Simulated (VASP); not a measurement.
# Al (I4/mmm) in VASP: notebook

The runs below take Al through single point, with PBEsol+D3(BJ).

Everything below comes from runs of VASP 6.6.1. Logs are shortened: lines on timing, memory, paths and dates and some standing lists are left out, and cuts for length are marked.

## Step 1: The cell of the first run

It takes space group I4/mmm (No. 139, tetragonal). Conventional cell: a = 3.304 Å, b = 3.304 Å, c = 3.037 Å, α = 90.00°, β = 90.00°, γ = 90.00°. Al (site symmetry 4/mmm) has 14 Al at 2.79 to 3.30 Å within 3.7 Å.

## Step 2: Single point, PBEsol+D3(BJ)

INCAR reads:

```
SYSTEM = Al
  PREC = Accurate
  ENCUT = 520
  EDIFF = 1E-7
  ISMEAR = 0
  SIGMA = 0.15
  LREAL = .False.
  LASPH = .True.
  NELM = 80
  ALGO = Normal
  ISIF = 2
  LWAVE = .False.
  LCHARG = .False.
  GGA = PS
  IVDW = 12
  NBANDS = 8
```

KPOINTS reads:

```
Automatic mesh
0
Gamma
  22 22 22
  0 0 0
```

POSCAR reads:

```
Al
1.0
    0.0000000000      2.3365142344      1.5187342523
    2.3365142344      0.0000000000      1.5187342523
    2.3365142344      2.3365142344      0.0000000000
Al
1
Direct
    0.0000000000      0.0000000000      0.0000000000
```

Potentials or basis: VASP PAW PBE potentials, release 64 (Al).

Run with:

```sh
$ cat potpaw_PBE.64/Al/POTCAR > POTCAR
$ mpirun -np 1 vasp_std > vasp.out
```

OUTCAR:

```text
SYSTEM = Al
   PREC = Accurate
   ENCUT = 520
   EDIFF = 1E-7
   ISMEAR = 0
   LREAL = .False.
   LASPH = .True.
   NELM = 80
   ISIF = 2
   GGA = PS
   IVDW = 12
 IVDW          = 12

 ion  position               nearest neighbor table
   1  0.000  0.000  0.000-

  LATTYP: Found a body centered tetragonal cell.
 ALAT       =     3.3043301190
 C/A-ratio  =     0.9192388155

  Lattice vectors:

 A1 = (   0.0000000000,  -2.3365142344,  -1.5187342523)
 A2 = (   0.0000000000,   2.3365142344,  -1.5187342523)
 A3 = (   2.3365142344,   0.0000000000,   1.5187342523)

Analysis of symmetry for initial positions (statically):
=====================================================================
 Subroutine PRICEL returns:
 Original cell was already a primitive cell.

 Routine SETGRP: Setting up the symmetry group for a
 body centered tetragonal supercell.

 Subroutine GETGRP returns: Found 16 space group operations
 (whereof 16 operations were pure point group operations)
 out of a pool of 16 trial point group operations.

The static configuration has the point symmetry D_4h.

Analysis of symmetry for dynamics (positions and initial velocities):
=====================================================================
 Subroutine PRICEL returns:
 Original cell was already a primitive cell.

 Routine SETGRP: Setting up the symmetry group for a
 body centered tetragonal supercell.

 Subroutine GETGRP returns: Found 16 space group operations
 (whereof 16 operations were pure point group operations)
 out of a pool of 16 trial point group operations.

The dynamic configuration has the point symmetry D_4h.

 Subroutine INISYM returns: Found 16 space group operations
 (whereof 16 operations are pure point group operations),
 and found     1 'primitive' translations

----------------------------------------------------------------------------------------

                                     Primitive cell

  volume of cell :      16.5824

  direct lattice vectors                    reciprocal lattice vectors
     0.000000000  2.336514234  1.518734252    -0.213993988  0.213993988  0.329221521
     2.336514234  0.000000000  1.518734252     0.213993988 -0.213993988  0.329221521
     2.336514234  2.336514234  0.000000000     0.213993988  0.213993988 -0.329221521

  length of vectors
     2.786727919  2.786727919  3.304330119     0.447184150  0.447184150  0.447184150

  position of ions in fractional coordinates (direct lattice)
     0.000000000  0.000000000  0.000000000

  ion indices of the primitive-cell ions
   primitive index   ion index
                 1           1

----------------------------------------------------------------------------------------

 KPOINTS: Automatic mesh

Automatic generation of k-mesh.
 Grid dimensions read from file:
 generate k-points for:   22   22   22

 Generating k-lattice:

  Cartesian coordinates                     Fractional coordinates (reciprocal lattice)
    -0.009726999  0.009726999  0.014964615     0.045454545 -0.000000000  0.000000000
     0.009726999 -0.009726999  0.014964615    -0.000000000  0.045454545  0.000000000
     0.009726999  0.009726999 -0.014964615     0.000000000  0.000000000  0.045454545

  Length of vectors
     0.020326552  0.020326552  0.020326552

  Shift w.r.t. Gamma in fractional coordinates (k-lattice)
     0.000000000  0.000000000  0.000000000

 Subroutine IBZKPT returns following result:
 ===========================================

 Found    834 irreducible k-points:

 Following reciprocal coordinates:
            Coordinates               Weight
  0.000000  0.000000  0.000000      1.000000
  0.045455  0.000000  0.000000      8.000000
  0.090909  0.000000  0.000000      8.000000
  0.136364  0.000000  0.000000      8.000000
  0.181818  0.000000  0.000000      8.000000
  0.227273 -0.000000  0.000000      8.000000
[... 16 lines left out ...]
  0.500000  0.045455  0.000000      8.000000
 -0.454545  0.045455  0.000000      8.000000
 [... further k-points ...]
   k-points           NKPTS =    834   k-points in BZ     NKDIM =    834   number of bands    NBANDS=      8
   number of dos      NEDOS =    301   number of ions     NIONS =      1
   total plane-waves  NPLWV =  16128
   dimension x,y,z NGX =    24 NGY =   24 NGZ =   28
   dimension x,y,z NGXF=    48 NGYF=   48 NGZF=   56
   ions per type =               1
   NGX,Y,Z   is equivalent  to a cutoff of  14.32, 14.32, 14.09 a.u.
   NGXF,Y,Z  is equivalent  to a cutoff of  28.64, 28.64, 28.17 a.u.
 SYSTEM =  Al
   PREC   = accura    normal or accurate (medium, high low for compatibility)
   ISTART =      0    job   : 0-new  1-cont  2-samecut
   ICHARG =      2    charge: 1-file 2-atom 10-const
   ISPIN  =      1    spin polarized calculation?
   LNONCOLLINEAR =      F non collinear calculations
   LSORBIT =      F    spin-orbit coupling
   LASPH  =      T    aspherical Exc in radial PAW
   ENCUT  =  520.0 eV  38.22 Ry    6.18 a.u.   5.18  5.18  6.14*2*pi/ulx,y,z
   NELM   =     80;   NELMIN=  2; NELMDL= -5     # of ELM steps
   EDIFF  = 0.1E-06   stopping-criterion for ELM
   LREAL  =      F    real-space projection
   EDIFFG = 0.1E-05   stopping-criterion for IOM
   NSW    =      0    number of steps for IOM
   IBRION =     -1    ionic relax: 0-MD 1-quasi-New 2-CG
   NFREE  =      0    steps in history (QN), initial steepest desc. (CG)
   ISIF   =      2    stress and relaxation
   ISYM   =      2    0-nonsym 1-usesym 2-fastsym
   POTIM  = 0.5000    time-step for ionic-motion
   TEBEG  =    0.0;   TEEND  =   0.0 temperature during run
   PSTRESS=    0.0 pullay stress
   NELECT =       3.0000    total number of electrons
   NUPDOWN=      -1.0000    fix difference up-down
   EMIN   =  10.00;   EMAX   =-10.00  energy-range for DOS
   EFERMI =   0.00;   METHOD = LEGACY
   ISMEAR =     0;   SIGMA  =   0.15  broadening in eV -4-tet -1-fermi 0-gaus
   EFERMI_NEDOS =   21; number of points for ismear=-14 and -15
   IALGO  =     38    algorithm
   IMIX   =      4    mixing-type and parameters
     AMIX     =   0.40;   BMIX     =  1.00
     AMIX_MAG =   1.60;   BMIX_MAG =  1.00
  volume/ion in A,a.u.               =      16.58       111.90
  Fermi-wavevector in a.u.,A,eV,Ry     =   0.925903  1.749704 11.664236  0.857297
  Thomas-Fermi vector in A             =   2.051808
   LORBIT       =      0    0 simple, 1 ext, 2 COOP (PROOUT), +10 PAW based schemes
   GGA     = PS    functional components
   LHFCALC =     F    Hartree Fock is set to
   AEXX    =    0.0000 exact exchange contribution
   IVDW    =    12    specifies the selected vdW correction
   LEPSILON=     F    determine dielectric tensor
   LRPA    =     F    only Hartree local field effects (RPA)
 non-spin polarized calculation
 Gauss-broadening in eV      SIGMA  =   0.15
  energy-cutoff  :      520.00
  volume of cell :       16.58
 maximum number of plane-waves:       466
 NGX is ok and might be reduce to    24

 number of electron       3.0000000 magnetization

 Free energy of the ion-electron system (eV)
  ---------------------------------------------------
  ext. energy  EPLUGINS =         0.00000000
  ---------------------------------------------------
  free energy    TOTEN  =        -4.00349750 eV

  energy without entropy =       -3.99863886  energy(sigma->0) =       -4.00106818

 E-fermi :   7.8811     XC(G=0): -10.2415

 val. band max:        7.8805199992   @ k =  -0.4091   0.1818   0.4091
 cond. band min:       7.8936470535   @ k =  -0.3636   0.3636   0.2273
 fundamental gap:      0.0131270544
 Fermi energy:         7.8810897162

 k-point     1 :       0.0000    0.0000    0.0000
  band No.  band energies     occupation
      1      -3.1948      2.00000
      2      19.8553      0.00000
      3      21.8893      0.00000
      4      21.8893      0.00000
      5      21.8915      0.00000
      6      21.8915      0.00000
      7      22.9413      0.00000
      8      23.2041      0.00000

 k-point     2 :       0.0455    0.0000    0.0000
  band No.  band energies     occupation
      1      -3.1337      2.00000
      2      19.4878      0.00000
      3      20.9544      0.00000
      4      21.3555      0.00000
      5      21.5967      0.00000
      6      22.5743      0.00000
      7      22.9929      0.00000
      8      23.6620      0.00000

 k-point     3 :       0.0909    0.0000    0.0000
  band No.  band energies     occupation
      1      -2.9503      2.00000
      2      18.7867      0.00000
      3      19.3092      0.00000
      4      20.5882      0.00000
      5      20.8045      0.00000
      6      23.0323      0.00000
      7      23.6205      0.00000
      8      23.8944      0.00000

 k-point     4 :       0.1364    0.0000    0.0000
  band No.  band energies     occupation
      1      -2.6452      2.00000
      2      17.4080      0.00000
      3      18.0693      0.00000
      4      19.7259      0.00000
      5      20.0792      0.00000
      6      22.3689      0.00000
      7      24.3899      0.00000
      8      24.8678      0.00000

 k-point     5 :       0.1818    0.0000    0.0000
  band No.  band energies     occupation
      1      -2.2193      2.00000
      2      15.4753      0.00000
      3      17.4162      0.00000
      4      18.8841      0.00000
      5      19.4181      0.00000
      6      21.6575      0.00000
      7      24.8004      0.00000
      8      25.5623      0.00000
[... 177 lines left out ...]
 k-point    22 :       0.4545    0.0455    0.0000
  band No.  band energies     occupation
      1       2.9345      2.00000
      2       5.3634      2.00000
      3      14.5767      0.00000
      4      16.7541      0.00000
      5      16.7780      0.00000
      6      19.5296      0.00000
      7      26.1575      0.00000
      8      31.0047      0.00000

 k-point    23 :       0.5000    0.0455    0.0000
  band No.  band energies     occupation
      1       3.7893      2.00000
      2       4.4195      2.00000
      3      14.4311      0.00000
      4      16.6241      0.00000
      5      16.8349      0.00000
      6      19.5832      0.00000
      7      26.9674      0.00000
      8      30.3304      0.00000

 k-point    24 :      -0.4545    0.0455    0.0000
  band No.  band energies     occupation
      1       2.7421      2.00000
      2       5.5915      2.00000
      3      14.3925      0.00000
      4      16.5994      0.00000
      5      16.9983      0.00000
      6      19.7398      0.00000
      7      27.7129      0.00000
      8      29.4497      0.00000

 [... further k-points ...]

------------------------ aborting loop because EDIFF is reached ----------------------------------------

 Edisp (eV)   -0.31601

 E8    (eV) :    -0.2129

  FORCE on cell =-STRESS in cart. coord.  units (eV):
  Direction    XX          YY          ZZ          XY          YZ          ZX
  --------------------------------------------------------------------------------------
  -------------------------------------------------------------------------------------
  Total      -0.25160    -0.25160    -0.46723     0.00000     0.00000     0.00000
  in kB     -24.30946   -24.30946   -45.14343     0.00000     0.00000     0.00000
  external pressure =      -31.25 kB  Pullay stress =        0.00 kB

 VOLUME and BASIS-vectors are now :
 -----------------------------------------------------------------------------
  energy-cutoff  :      520.00
  volume of cell :       16.58
      direct lattice vectors                 reciprocal lattice vectors
     0.000000000  2.336514234  1.518734252    -0.213993988  0.213993988  0.329221521
     2.336514234  0.000000000  1.518734252     0.213993988 -0.213993988  0.329221521
     2.336514234  2.336514234  0.000000000     0.213993988  0.213993988 -0.329221521

 POSITION                                       TOTAL-FORCE (eV/Angst)
 -----------------------------------------------------------------------------------
      0.00000      0.00000      0.00000         0.000000      0.000000      0.000000
 -----------------------------------------------------------------------------------
    total drift:                               -0.000000     -0.000000      0.000000

  FREE ENERGIE OF THE ION-ELECTRON SYSTEM (eV)
  ---------------------------------------------------
  free  energy   TOTEN  =        -4.3195050162 eV

  energy  without entropy=       -4.3146463755  energy(sigma->0) =       -4.31707570
```

Run time: 2.2 min. Hardware: 1 thread of Intel Xeon 8259CL, shared host; peak memory 0.23 GiB.

What came out:

```
Free energy                : -4.3195 eV
Pressure                   : -3.1 GPa
Band gap on the k mesh     : zero (an odd number of electrons rules out a gap without spin polarisation)
Dispersion energy per atom : -0.316 eV
```

Stress tensor (GPa, compression positive):
```
-2.43  0.00  0.00
 0.00 -2.43  0.00
 0.00  0.00 -4.51
```

Caveat: the cell stands under tension; the PAW data sets were made with another functional, which shifts forces and pressure a little.

## Step 3: Single point, PBEsol+D3(BJ)

This run uses another cell than the first one, of the same volume but with other edges.

INCAR reads:

```
  PREC = Accurate
  ENCUT = 520
  EDIFF = 1E-6
  ISMEAR = 0
  SIGMA = 0.15
  LREAL = False
  LASPH = True
  NELM = 100
  ALGO = Fast
  ISIF = 2
  LWAVE = False
  LCHARG = True
  GGA = PS
  IVDW = 12
  LELF = True
  LVHAR = True
  NBANDS = 8
```

KPOINTS reads:

```
regular mesh
0
Gamma
  22 22 22
```

POSCAR reads:

```
Al
1.0
    0.0000000000      1.7681093890      2.6521640835
    1.7681093890      0.0000000000      2.6521640835
    1.7681093890      1.7681093890      0.0000000000
Al
1
Direct
    0.0000000000      0.0000000000      0.0000000000
```

Potentials or basis: VASP PAW PBE potentials, release 64 (Al).

Run with:

```sh
$ cat potpaw_PBE.64/Al/POTCAR > POTCAR
$ mpirun -np 1 vasp_std > vasp.out
```

Wall time 90 s (1 thread of Intel Xeon 8259CL, shared host); peak memory 0.22 GiB.

It converged, with:

* Free energy: -3.9832 eV
* Pressure: 7.8 GPa
* Band gap on the k mesh: zero (an odd number of electrons rules out a gap without spin polarisation)
* Dispersion energy per atom: -0.315 eV

Stress tensor (GPa, compression positive):
```
 19.18   0.00   0.00
  0.00  19.18   0.00
  0.00   0.00 -15.05
```

Levels at points of the mesh, in eV from the Fermi level:
| k point | band 1 | band 2 | band 3 | band 4 |
| --- | --- | --- | --- | --- |
| (0.00, 0.00, 0.00) | -10.95 | 8.52 | 8.93 | 11.18 |
| (0.50, 0.00, 0.00) | -4.20 | -3.64 | 5.47 | 6.42 |
| (0.50, 0.50, 0.00) | -6.39 | -5.15 | 8.74 | 11.37 |
| (0.50, 0.00, 0.50) | -0.50 | 1.39 | 3.10 | 5.66 |

Caveat: the cell stands under pressure; the PAW data sets were made with another functional, which shifts forces and pressure a little.
